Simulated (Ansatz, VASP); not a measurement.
# BN in VASP and in Ansatz

```
CELL_PARAMETERS angstrom
2.60403 0.00000 0.00000
-1.30201 2.25516 0.00000
0.00000 0.00000 4.30976
ATOMIC_POSITIONS crystal
N 0.33333 0.66667 0.12528
N 0.66667 0.33333 0.62528
B 0.33333 0.66667 0.49972
B 0.66667 0.33333 0.99972
```

Change from the starting cell: volume scaled by 1.06.

Alike in both runs: task single point; functional PBEsol; k mesh 12 × 12 × 6; occupations fermi-dirac, width 0.05 eV; no spin polarisation.

|  | VASP | Ansatz |
| --- | --- | --- |
| version | VASP 6.6.1 | Ansatz 0.2.0 |
| potentials or method | VASP PAW PBE potentials, release 64 (N, B), cutoff 520 eV | all-electron LAPW, scalar-relativistic |

Ansatz gave:

* gap on the k mesh at the Fermi level (eV): 5.06
* least direct gap on the mesh (eV): 7.84
* pressure (GPa): -24.9
* traceless stress, the component that is largest in VASP (GPa): -0.51
* rms of the force components (eV/Å): 0.032

**Question.** What did VASP give for the same quantities?

**Answer.** gap on the k mesh at the Fermi level (eV): 5.05; least direct gap on the mesh (eV): 7.84; pressure (GPa): -24.6; traceless stress, the component that is largest in VASP (GPa): -0.55; rms of the force components (eV/Å): 0.030.

VASP's potentials were made for PBE, not for PBEsol. Atom by atom the forces differ by 0.002 eV/Å (rms over components). Ansatz ran all-electron here, and VASP with PAW potentials.
